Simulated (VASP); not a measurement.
# Sb (R-3m) in VASP: notebook, part 2 of 2

VASP 6.6.1. Earlier steps stand in the parts before.

**5. Single point, PBE**

This run uses another cell than the first one, of 32.02 Å³/atom, 1.060 times its volume.

INCAR reads:

```
SYSTEM = Sb
PREC     = Accurate       ! precision mode
ENCUT    = 520            ! plane-wave cutoff, eV
EDIFF    = 1E-6           ! SCF threshold, eV
ISMEAR   = 0              ! smearing method
SIGMA    = 0.1            ! smearing width, eV
LREAL    = .FALSE.        ! projectors in reciprocal space
LASPH    = .TRUE.         ! aspherical terms in the spheres
NELM     = 80             ! most SCF steps
ALGO     = Normal         ! electronic algorithm
ISIF     = 2              ! what is computed and relaxed
LWAVE    = .FALSE.        ! write WAVECAR
LCHARG   = .TRUE.         ! write CHGCAR
GGA      = PE             ! functional
LELF     = .TRUE.         ! ELF
LVHAR    = .TRUE.       
NBANDS   = 12             ! bands
```

KPOINTS reads:

```
regular mesh
0
G
  8 8 8
  0 0 0
```

POSCAR reads:

```
Sb
1.0
    2.1964499421      1.2681209654      3.8317049867
   -2.1964499421      1.2681209654      3.8317049867
    0.0000000000     -2.5362419308      3.8317049867
Sb
2
Direct
    0.2334900000      0.2334900000      0.2334900000
    0.7665100000      0.7665100000      0.7665100000
```

Potentials or basis: VASP PAW PBE potentials, release 64 (Sb).

Command:

```bash
$ cat potpaw_PBE.64/Sb/POTCAR > POTCAR
$ mpirun -np 1 vasp_std > vasp.out
```

OUTCAR:

```text
SYSTEM = Sb
   PREC = Accurate
   ENCUT = 520
   EDIFF = 1E-6
   ISMEAR = 0
   LREAL = .FALSE.
   LASPH = .TRUE.
   NELM = 80
   ISIF = 2
   GGA = PE

 ion  position               nearest neighbor table
   1  0.233  0.233  0.233-   2 2.97   2 2.97   2 2.97   2 3.42   2 3.42   2 3.42
   2  0.767  0.767  0.767-   1 2.97   1 2.97   1 2.97   1 3.42   1 3.42   1 3.42

  LATTYP: Found a trigonal (rhomboedric) cell.
 ALAT       =     4.5950501886
 COS(alpha) =     0.5430253623

  Lattice vectors:

 A1 = (   2.1964499421,   1.2681209654,   3.8317049867)
 A2 = (  -2.1964499421,   1.2681209654,   3.8317049867)
 A3 = (   0.0000000000,  -2.5362419308,   3.8317049867)

Analysis of symmetry for initial positions (statically):
=====================================================================
 Subroutine PRICEL returns:
 Original cell was already a primitive cell.

 Routine SETGRP: Setting up the symmetry group for a
 trigonal (rhombohedral) supercell.

 Subroutine GETGRP returns: Found 12 space group operations
 (whereof 12 operations were pure point group operations)
 out of a pool of 12 trial point group operations.

The static configuration has the point symmetry D_3d.

Analysis of symmetry for dynamics (positions and initial velocities):
=====================================================================
 Subroutine PRICEL returns:
 Original cell was already a primitive cell.

 Routine SETGRP: Setting up the symmetry group for a
 trigonal (rhombohedral) supercell.

 Subroutine GETGRP returns: Found 12 space group operations
 (whereof 12 operations were pure point group operations)
 out of a pool of 12 trial point group operations.

The dynamic configuration has the point symmetry D_3d.

 Subroutine INISYM returns: Found 12 space group operations
 (whereof 12 operations are pure point group operations),
 and found     1 'primitive' translations

----------------------------------------------------------------------------------------

                                     Primitive cell

  volume of cell :      64.0362

  direct lattice vectors                    reciprocal lattice vectors
     2.196449942  1.268120965  3.831704987     0.227640062  0.131428051  0.086993475
    -2.196449942  1.268120965  3.831704987    -0.227640062  0.131428051  0.086993475
     0.000000000 -2.536241931  3.831704987     0.000000000 -0.262856102  0.086993475

  length of vectors
     4.595050189  4.595050189  4.595050189     0.276877581  0.276877581  0.276877581

  position of ions in fractional coordinates (direct lattice)
     0.233490000  0.233490000  0.233490000
     0.766510000  0.766510000  0.766510000

  ion indices of the primitive-cell ions
   primitive index   ion index
                 1           1
                 2           2

----------------------------------------------------------------------------------------

 KPOINTS: regular mesh

Automatic generation of k-mesh.
 Grid dimensions read from file:
 generate k-points for:    8    8    8

 Generating k-lattice:

  Cartesian coordinates                     Fractional coordinates (reciprocal lattice)
     0.028455008  0.016428506  0.010874184     0.125000000  0.000000000 -0.000000000
[... 41 lines left out ...]
   k-points           NKPTS =     65   k-points in BZ     NKDIM =     65   number of bands    NBANDS=     12
   number of dos      NEDOS =    301   number of ions     NIONS =      2
   total plane-waves  NPLWV =  46656
   dimension x,y,z NGX =    36 NGY =   36 NGZ =   36
   dimension x,y,z NGXF=    72 NGYF=   72 NGZF=   72
   ions per type =               2
   NGX,Y,Z   is equivalent  to a cutoff of  13.02, 13.02, 13.02 a.u.
   NGXF,Y,Z  is equivalent  to a cutoff of  26.05, 26.05, 26.05 a.u.
 SYSTEM =  Sb
   PREC   = accura    normal or accurate (medium, high low for compatibility)
   ISTART =      0    job   : 0-new  1-cont  2-samecut
   ICHARG =      2    charge: 1-file 2-atom 10-const
   ISPIN  =      1    spin polarized calculation?
   LNONCOLLINEAR =      F non collinear calculations
   LSORBIT =      F    spin-orbit coupling
   LASPH  =      T    aspherical Exc in radial PAW
   ENCUT  =  520.0 eV  38.22 Ry    6.18 a.u.   8.54  8.54  8.54*2*pi/ulx,y,z
   NELM   =     80;   NELMIN=  2; NELMDL= -5     # of ELM steps
   EDIFF  = 0.1E-05   stopping-criterion for ELM
   LREAL  =      F    real-space projection
   EDIFFG = 0.1E-04   stopping-criterion for IOM
   NSW    =      0    number of steps for IOM
   IBRION =     -1    ionic relax: 0-MD 1-quasi-New 2-CG
   NFREE  =      0    steps in history (QN), initial steepest desc. (CG)
   ISIF   =      2    stress and relaxation
   ISYM   =      2    0-nonsym 1-usesym 2-fastsym
   POTIM  = 0.5000    time-step for ionic-motion
   TEBEG  =    0.0;   TEEND  =   0.0 temperature during run
   PSTRESS=    0.0 pullay stress
   NELECT =      10.0000    total number of electrons
   NUPDOWN=      -1.0000    fix difference up-down
   EMIN   =  10.00;   EMAX   =-10.00  energy-range for DOS
   EFERMI =   0.00;   METHOD = LEGACY
   ISMEAR =     0;   SIGMA  =   0.10  broadening in eV -4-tet -1-fermi 0-gaus
   EFERMI_NEDOS =   21; number of points for ismear=-14 and -15
   IALGO  =     38    algorithm
   IMIX   =      4    mixing-type and parameters
     AMIX     =   0.40;   BMIX     =  1.00
     AMIX_MAG =   1.60;   BMIX_MAG =  1.00
  volume/ion in A,a.u.               =      32.02       216.07
  Fermi-wavevector in a.u.,A,eV,Ry     =   0.881589  1.665963 10.574448  0.777200
  Thomas-Fermi vector in A             =   2.002106
   LORBIT       =      0    0 simple, 1 ext, 2 COOP (PROOUT), +10 PAW based schemes
   GGA     = PE    functional components
   LHFCALC =     F    Hartree Fock is set to
   AEXX    =    0.0000 exact exchange contribution
   IVDW    =     0    specifies the selected vdW correction
   LEPSILON=     F    determine dielectric tensor
   LRPA    =     F    only Hartree local field effects (RPA)
 non-spin polarized calculation
 Gauss-broadening in eV      SIGMA  =   0.10
  energy-cutoff  :      520.00
  volume of cell :       64.04
 maximum number of plane-waves:      1742
 NGX is ok and might be reduce to    36
   NGX = 17   NGY = 17   NGZ = 17

 number of electron      10.0000000 magnetization

 Free energy of the ion-electron system (eV)
  ---------------------------------------------------
  ext. energy  EPLUGINS =         0.00000000
  ---------------------------------------------------
  free energy    TOTEN  =        -8.28129807 eV

  energy without entropy =       -8.27964660  energy(sigma->0) =       -8.28047233

 E-fermi :   6.6223     XC(G=0):  -9.2822

 val. band max:        6.6185332003   @ k =   0.3750   0.1250   0.1250
 cond. band min:       6.6876253988   @ k =   0.3750   0.1250   0.1250
 fundamental gap:      0.0690921985
 Fermi energy:         6.6223354079

 k-point     1 :       0.0000    0.0000    0.0000
  band No.  band energies     occupation
      1      -5.7087      2.00000
      2       1.4762      2.00000
      3       4.6509      2.00000
      4       4.8798      2.00000
      5       4.8798      2.00000
      6       8.5991      0.00000
      7       9.1658      0.00000
      8       9.1658      0.00000
      9      11.7040      0.00000
     10      11.7040      0.00000
     11      11.8201      0.00000
     12      13.3008      0.00000
[... 331 lines left out ...]
 k-point    24 :       0.3750    0.1250    0.1250
  band No.  band energies     occupation
      1      -4.7751      2.00000
      2      -0.9068      2.00000
      3       3.4377      2.00000
      4       5.1349      2.00000
      5       6.6185      1.04288
      6       6.6876      0.35583
      7       7.2687      0.00000
      8       9.4791      0.00000
      9      11.5936      0.00000
     10      12.5583      0.00000
     11      13.7256      0.00000
     12      15.3038      0.00000

 [... further k-points ...]

------------------------ aborting loop because EDIFF is reached ----------------------------------------

  FORCE on cell =-STRESS in cart. coord.  units (eV):
  Direction    XX          YY          ZZ          XY          YZ          ZX
  --------------------------------------------------------------------------------------
  -------------------------------------------------------------------------------------
  Total       -0.1944424     -0.1944424     -0.1699539      0.0000000      0.0000000      0.0000000
  in kB       -4.8649251     -4.8649251     -4.2522272      0.0000000      0.0000000      0.0000000
  external PRESSURE =      -4.6606925 kB  Pullay stress =       0.0000000 kB

 VOLUME and BASIS-vectors are now :
 -----------------------------------------------------------------------------
  energy-cutoff  :      520.00
  volume of cell :       64.04
      direct lattice vectors                 reciprocal lattice vectors
     2.196449942  1.268120965  3.831704987     0.227640062  0.131428051  0.086993475
    -2.196449942  1.268120965  3.831704987    -0.227640062  0.131428051  0.086993475
     0.000000000 -2.536241931  3.831704987     0.000000000 -0.262856102  0.086993475

 POSITION                                       TOTAL-FORCE (eV/Angst)
 -----------------------------------------------------------------------------------
      0.00000      0.00000      2.68399         0.000000      0.000000     -0.100393
      0.00000      0.00000      8.81112         0.000000     -0.000000      0.100393
 -----------------------------------------------------------------------------------
    total drift:                                0.000000     -0.000000     -0.000000

  FREE ENERGIE OF THE ION-ELECTRON SYSTEM (eV)
  ---------------------------------------------------
  free  energy   TOTEN  =        -8.2812980652 eV

  energy  without entropy=       -8.2796465970  energy(sigma->0) =       -8.28047233
```

Run time: 54 s. Hardware: 1 thread of AMD EPYC 7R43 (Zen 3), shared host; peak memory 0.19 GiB.

Results:

| Item | Value |
| --- | --- |
| Free energy | -8.2813 eV |
| Pressure | -0.5 GPa |
| Largest force | 0.100 eV/Å |
| Band gap on the k mesh | zero (band 5 reaches 6.62 eV, above the bottom of band 6 at 6.34 eV) |

Forces in eV/Å, atoms in the order of the input:
```
Sb   0.000  0.000 -0.100
Sb   0.000  0.000  0.100
```

Caveat: spin-orbit coupling is left out, which moves the levels of the heavy elements.

**6. Overview**

| cell | gap on the mesh (eV) | pressure (GPa) | largest force (eV/Å) |
| --- | --- | --- | --- |
| a = 4.507 Å, angles 57.1°, 2 atoms | none | 2.8 | 0.20 |
| a = 4.537 Å, angles 57.1°, 2 atoms | none | 1.6 | 0.09 |
| a = 4.566 Å, angles 57.1°, 2 atoms | none | 0.5 | 0.01 |
| a = 4.595 Å, angles 57.1°, 2 atoms | none | -0.5 | 0.10 |

Alike in all rows: task single point; level PBE; potentials or basis VASP PAW PBE potentials, release 64 (Sb); no spin polarisation; k mesh 8 × 8 × 8; cutoff (eV) 520; smearing gaussian 0.1 eV.

Caveats: spin-orbit coupling is left out, which moves the levels of the heavy elements.

Total energies depend on the potentials used, so only differences within one code and one set of settings carry meaning.
